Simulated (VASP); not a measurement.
# Au (Im-3m) in VASP: notebook

Runs on Au. Level: PBE. Tasks: relaxation of cell and atoms.

Program: VASP 6.6.1. These are calculated values, not measurements. Logs are shortened: lines on timing, memory, paths and dates and some standing lists are left out, and cuts for length are marked.

**1. The cell of the first run**

Symmetry: Im-3m, No. 229, cubic system. Conventional cell: a = 3.230 Å, b = 3.230 Å, c = 3.230 Å, α = 90.00°, β = 90.00°, γ = 90.00°. Au (site symmetry m-3m) has 14 Au at 2.80 to 3.23 Å within 3.7 Å.

**2. Relaxation of cell and atoms, PBE, target pressure 5 GPa, at which the enthalpy is minimised**

INCAR

```
PREC     = Accurate       # precision mode
ENCUT    = 600            # plane-wave cutoff, eV
EDIFF    = 1E-7           # SCF threshold, eV
ISMEAR   = 0              # smearing method
SIGMA    = 0.1            # smearing width, eV
LREAL    = F              # projectors in reciprocal space
LASPH    = T              # aspherical terms in the spheres
NELM     = 60             # most SCF steps
ALGO     = Normal         # electronic algorithm
ISIF     = 3              # what is computed and relaxed
LWAVE    = F              # write WAVECAR
LCHARG   = F              # write CHGCAR
GGA      = PE             # functional
IBRION   = 2              # ionic algorithm
NSW      = 80             # ionic steps
EDIFFG   = -0.01          # ionic threshold
PSTRESS  = 50.0
```

KPOINTS

```
regular mesh
0
Gamma
  11 11 11
```

POSCAR

```
Au
1.0
    1.6150000000      1.6150000000      1.6150000000
   -1.6150000000      1.6150000000      1.6150000000
   -1.6150000000     -1.6150000000      1.6150000000
Au
1
Direct
    0.0000000000      0.0000000000      0.0000000000
```

Potentials or basis: VASP PAW PBE potentials, release 64 (Au).

Launch:

```console
> cat potpaw_PBE.64/Au/POTCAR > POTCAR
> mpirun -np 1 vasp_std > vasp.out
```

OUTCAR:

```text
PREC = Accurate
   ENCUT = 600
   EDIFF = 1E-7
   ISMEAR = 0
   LREAL = F
   LASPH = T
   NELM = 60
   ISIF = 3
   GGA = PE
   IBRION = 2
   NSW = 80
   EDIFFG = -0.01
   PSTRESS = 50.0

 ion  position               nearest neighbor table
   1  0.000  0.000  0.000-

  LATTYP: Found a body centered cubic cell.
 ALAT       =     3.2300000000

  Lattice vectors:

 A1 = (   1.6150000000,  -1.6150000000,  -1.6150000000)
 A2 = (   1.6150000000,   1.6150000000,   1.6150000000)
 A3 = (  -1.6150000000,  -1.6150000000,   1.6150000000)

Analysis of symmetry for initial positions (statically):
=====================================================================
 Subroutine PRICEL returns:
 Original cell was already a primitive cell.

 Routine SETGRP: Setting up the symmetry group for a
 body centered cubic supercell.

 Subroutine GETGRP returns: Found 48 space group operations
 (whereof 48 operations were pure point group operations)
 out of a pool of 48 trial point group operations.

The static configuration has the point symmetry O_h .

Analysis of symmetry for dynamics (positions and initial velocities):
=====================================================================
 Subroutine PRICEL returns:
 Original cell was already a primitive cell.

 Routine SETGRP: Setting up the symmetry group for a
 body centered cubic supercell.

 Subroutine GETGRP returns: Found 48 space group operations
 (whereof 48 operations were pure point group operations)
 out of a pool of 48 trial point group operations.

The dynamic configuration has the point symmetry O_h .

 Subroutine INISYM returns: Found 48 space group operations
 (whereof 48 operations are pure point group operations),
 and found     1 'primitive' translations

----------------------------------------------------------------------------------------

                                     Primitive cell

  volume of cell :      16.8491

  direct lattice vectors                    reciprocal lattice vectors
     1.615000000  1.615000000  1.615000000     0.309597523  0.000000000  0.309597523
    -1.615000000  1.615000000  1.615000000    -0.309597523  0.309597523  0.000000000
    -1.615000000 -1.615000000  1.615000000     0.000000000 -0.309597523  0.309597523

  length of vectors
     2.797262054  2.797262054  2.797262054     0.437837016  0.437837016  0.437837016

  position of ions in fractional coordinates (direct lattice)
     0.000000000  0.000000000  0.000000000

  ion indices of the primitive-cell ions
   primitive index   ion index
                 1           1

----------------------------------------------------------------------------------------

 KPOINTS: regular mesh

Automatic generation of k-mesh.
 Grid dimensions read from file:
 generate k-points for:   11   11   11

 Generating k-lattice:

  Cartesian coordinates                     Fractional coordinates (reciprocal lattice)
     0.028145229  0.000000000  0.028145229     0.090909091  0.000000000  0.000000000
    -0.028145229  0.028145229  0.000000000     0.000000000  0.090909091  0.000000000
     0.000000000 -0.028145229  0.028145229     0.000000000  0.000000000  0.090909091

  Length of vectors
     0.039803365  0.039803365  0.039803365

  Shift w.r.t. Gamma in fractional coordinates (k-lattice)
     0.000000000  0.000000000  0.000000000

 Subroutine IBZKPT returns following result:
 ===========================================

 Found     56 irreducible k-points:

 Following reciprocal coordinates:
            Coordinates               Weight
  0.000000  0.000000  0.000000      1.000000
  0.090909  0.000000  0.000000     12.000000
  0.181818  0.000000  0.000000     12.000000
  0.272727  0.000000  0.000000     12.000000
  0.363636  0.000000  0.000000     12.000000
  0.454545  0.000000  0.000000     12.000000
[... 16 lines left out ...]
  0.363636  0.181818  0.090909     48.000000
  0.454545  0.181818  0.090909     48.000000
 [... further k-points ...]
   k-points           NKPTS =     56   k-points in BZ     NKDIM =     56   number of bands    NBANDS=      9
   number of dos      NEDOS =    301   number of ions     NIONS =      1
   total plane-waves  NPLWV =  13824
   dimension x,y,z NGX =    24 NGY =   24 NGZ =   24
   dimension x,y,z NGXF=    48 NGYF=   48 NGZF=   48
   ions per type =               1
   NGX,Y,Z   is equivalent  to a cutoff of  14.26, 14.26, 14.26 a.u.
   NGXF,Y,Z  is equivalent  to a cutoff of  28.53, 28.53, 28.53 a.u.
 SYSTEM =  unknown system
   PREC   = accura    normal or accurate (medium, high low for compatibility)
   ISTART =      0    job   : 0-new  1-cont  2-samecut
   ICHARG =      2    charge: 1-file 2-atom 10-const
   ISPIN  =      1    spin polarized calculation?
   LNONCOLLINEAR =      F non collinear calculations
   LSORBIT =      F    spin-orbit coupling
   LASPH  =      T    aspherical Exc in radial PAW
   ENCUT  =  600.0 eV  44.10 Ry    6.64 a.u.   5.59  5.59  5.59*2*pi/ulx,y,z
   NELM   =     60;   NELMIN=  2; NELMDL= -5     # of ELM steps
   EDIFF  = 0.1E-06   stopping-criterion for ELM
   LREAL  =      F    real-space projection
   EDIFFG = -.1E-01   stopping-criterion for IOM
   NSW    =     80    number of steps for IOM
   IBRION =      2    ionic relax: 0-MD 1-quasi-New 2-CG
   NFREE  =      1    steps in history (QN), initial steepest desc. (CG)
   ISIF   =      3    stress and relaxation
   ISYM   =      2    0-nonsym 1-usesym 2-fastsym
   POTIM  = 0.5000    time-step for ionic-motion
   TEBEG  =    0.0;   TEEND  =   0.0 temperature during run
   PSTRESS=   50.0 pullay stress
   NELECT =      11.0000    total number of electrons
   NUPDOWN=      -1.0000    fix difference up-down
   EMIN   =  10.00;   EMAX   =-10.00  energy-range for DOS
   EFERMI =   0.00;   METHOD = LEGACY
   ISMEAR =     0;   SIGMA  =   0.10  broadening in eV -4-tet -1-fermi 0-gaus
   EFERMI_NEDOS =   21; number of points for ismear=-14 and -15
   IALGO  =     38    algorithm
   IMIX   =      4    mixing-type and parameters
     AMIX     =   0.40;   BMIX     =  1.00
     AMIX_MAG =   1.60;   BMIX_MAG =  1.00
  volume/ion in A,a.u.               =      16.85       113.70
  Fermi-wavevector in a.u.,A,eV,Ry     =   1.420190  2.683770 27.442141  2.016940
  Thomas-Fermi vector in A             =   2.541132
   LORBIT       =      0    0 simple, 1 ext, 2 COOP (PROOUT), +10 PAW based schemes
   GGA     = PE    functional components
   LHFCALC =     F    Hartree Fock is set to
   AEXX    =    0.0000 exact exchange contribution
   IVDW    =     0    specifies the selected vdW correction
   LEPSILON=     F    determine dielectric tensor
   LRPA    =     F    only Hartree local field effects (RPA)
 conjugate gradient relaxation of ions
 non-spin polarized calculation
 Gauss-broadening in eV      SIGMA  =   0.10
  energy-cutoff  :      600.00
  volume of cell :       16.85
 maximum number of plane-waves:       575
   NGX = 11   NGY = 11   NGZ = 11

--------------------------------------- Ionic step        1  -------------------------------------------

 number of electron      11.0000001 magnetization

 Free energy of the ion-electron system (eV)
  ---------------------------------------------------
  ext. energy  EPLUGINS =         0.00000000
  ---------------------------------------------------
  free energy    TOTEN  =        -3.15572835 eV

  energy without entropy =       -3.15154726  energy(sigma->0) =       -3.15363780

------------------------ aborting loop because EDIFF is reached ----------------------------------------

  FORCE on cell =-STRESS in cart. coord.  units (eV):
  Direction    XX          YY          ZZ          XY          YZ          ZX
  --------------------------------------------------------------------------------------
  -------------------------------------------------------------------------------------
  Total        1.1979552      1.1979552      1.1979552     -0.0000000     -0.0000000      0.0000000
  in kB      113.9130736    113.9130736    113.9130736     -0.0000000     -0.0000000      0.0000000
  external PRESSURE =      63.9130736 kB  Pullay stress =      50.0000000 kB
[... 96 lines left out ...]
  enthalpy is  TOTEN    =        -2.6415836474 eV   P V=        0.5452250970

--------------------------------------- Ionic step        4  -------------------------------------------

 number of electron      11.0000002 magnetization

 Free energy of the ion-electron system (eV)
  ---------------------------------------------------
  ext. energy  EPLUGINS =         0.00000000
  ---------------------------------------------------
  free energy    TOTEN  =        -3.18641986 eV

  energy without entropy =       -3.18167337  energy(sigma->0) =       -3.18404662

 E-fermi :   8.9563     XC(G=0): -12.5732

 val. band max:        8.9502765389   @ k =   0.3636   0.2727   0.2727
 cond. band min:       8.9613425584   @ k =   0.4545   0.0909   0.0909
 fundamental gap:      0.0110660195
 Fermi energy:         8.9562934971

 k-point     1 :       0.0000    0.0000    0.0000
  band No.  band energies     occupation
      1      -0.5145      2.00000
      2       4.3474      2.00000
      3       4.3474      2.00000
      4       4.3474      2.00000
      5       6.2063      2.00000
      6       6.2063      2.00000
      7      25.5958      0.00000
      8      25.5958      0.00000
      9      25.5958      0.00000
[... 265 lines left out ...]
 k-point    24 :       0.4545    0.1818    0.0909
  band No.  band energies     occupation
      1       2.6564      2.00000
      2       3.8005      2.00000
      3       4.7916      2.00000
      4       5.7726      2.00000
      5       6.9861      2.00000
      6       8.9646      0.90623
      7      15.0059      0.00000
      8      20.3858      0.00000
      9      23.6193      0.00000

 [... further k-points ...]
[... 5 lines left out ...]
  --------------------------------------------------------------------------------------
  -------------------------------------------------------------------------------------
  Total        0.5464715      0.5464715      0.5464715     -0.0000000      0.0000000     -0.0000000
  in kB       50.1504255     50.1504255     50.1504255     -0.0000000      0.0000000     -0.0000000
  external PRESSURE =       0.1504255 kB  Pullay stress =      50.0000000 kB
[... 16 lines left out ...]
  FREE ENERGIE OF THE ION-ELECTRON SYSTEM (eV)
  ---------------------------------------------------
  free  energy   TOTEN  =        -3.1864198637 eV

  energy  without entropy=       -3.1816733719  energy(sigma->0) =       -3.18404662

  enthalpy is  TOTEN    =        -2.6415874748 eV   P V=        0.5448323889

 reached required accuracy - stopping structural energy minimisation
```

Wall time 16 s (1 thread of AMD EPYC 9R45 (Zen 5), shared host); peak memory 0.13 GiB.

What came out:

| Item | Value |
| --- | --- |
| Free energy | -3.1864 eV |
| Relaxed volume | 17.46 Å³/atom |
| Relaxed cell | a = 2.831 Å, b = 2.831 Å, c = 2.831 Å, α = 70.53°, β = 109.47°, γ = 70.53° |
| Space group after relaxing (to 0.05 Å) | Im-3m (No. 229) |
| Energy change on relaxing (the enthalpy is what falls) | -30.7 meV/atom |
| Ionic steps | 4 |
| Pressure after relaxing | 5.0 GPa |

The path:
```tsv
step	energy change (eV)	largest force (eV/Å)	pressure (GPa)	volume (Å³)
1	0.0000	0.0000	11.39	16.85
2	-0.0347	0.0000	-3.28	18.54
3	-0.0311	0.0000	4.90	17.47
4	-0.0307	0.0000	5.02	17.46
```

Final structure:
```cif
data_structure
_symmetry_space_group_name_H-M 'P 1'
_symmetry_Int_Tables_number 1
_cell_length_a 2.8306
_cell_length_b 2.8306
_cell_length_c 2.8306
_cell_angle_alpha 70.529
_cell_angle_beta 109.471
_cell_angle_gamma 70.529
_cell_volume 17.46
loop_
_atom_site_label
_atom_site_type_symbol
_atom_site_fract_x
_atom_site_fract_y
_atom_site_fract_z
_atom_site_occupancy
Au1 Au 0.00000 0.00000 0.00000 1
```

Caveat: the cell is relaxed towards a set pressure, so the enthalpy falls and the energy may rise; spin-orbit coupling is left out, which moves the levels of the heavy elements.

**3. Relaxation of cell and atoms, PBE, target pressure 10 GPa, at which the enthalpy is minimised**

INCAR

```
SYSTEM = Au
ALGO = Normal ; EDIFF = 1E-7
EDIFFG = -0.01 ; ENCUT = 600
GGA = PE ; IBRION = 2
ISIF = 3 ; ISMEAR = 0
LASPH = .True. ; LCHARG = .False.
LREAL = .False. ; LWAVE = .False.
NELM = 80 ; NSW = 80
PREC = Accurate ; PSTRESS = 100.0
SIGMA = 0.1
```

KPOINTS

```
k-points
0
Gamma
  11 11 11
  0 0 0
```

POSCAR is that of step 2.

Potentials or basis: VASP PAW PBE potentials, release 64 (Au).

Launch:

```console
> cat potpaw_PBE.64/Au/POTCAR > POTCAR
> mpirun -np 1 vasp_std > vasp.out
```

It took 12 s on 1 thread of AMD EPYC 9R45 (Zen 5), shared host; peak memory 0.12 GiB.

The run converged. Its results:

```
Free energy                                            : -3.1638 eV
Relaxed volume                                         : 16.97 Å³/atom
Relaxed cell                                           : a = 2.804 Å, b = 2.804 Å, c = 2.804 Å, α = 70.53°, β = 109.47°, γ = 70.53°
Space group after relaxing (to 0.05 Å)                 : Im-3m (No. 229)
Energy change on relaxing (the enthalpy is what falls) : -8.1 meV/atom
Ionic steps                                            : 3
Pressure after relaxing                                : 10.0 GPa
```

The path:
```
step  energy change (eV)  largest force (eV/Å)  pressure (GPa)  volume (Å³)
   1              0.0000                0.0000           11.39        16.85
   2             -0.0210                0.0000            7.45        17.21
   3             -0.0081                0.0000           10.01        16.97
```

Final structure:
```
Au
1.0
     1.61885    1.61885    1.61885
    -1.61885    1.61885    1.61885
    -1.61885   -1.61885    1.61885
Au
1
Direct
  0.00000 0.00000 0.00000
```

Levels at points of the mesh, in eV from the Fermi level:
```tsv
k point	band 2	band 3	band 4	band 5	band 6	band 7	band 8	band 9
(0.00, 0.00, 0.00)	-4.76	-4.76	-4.76	-2.81	-2.81	16.65	16.65	16.65
```

Caveat: the cell is relaxed towards a set pressure, so the enthalpy falls and the energy may rise; spin-orbit coupling is left out, which moves the levels of the heavy elements.

(Part 1 of 2 ends here.)
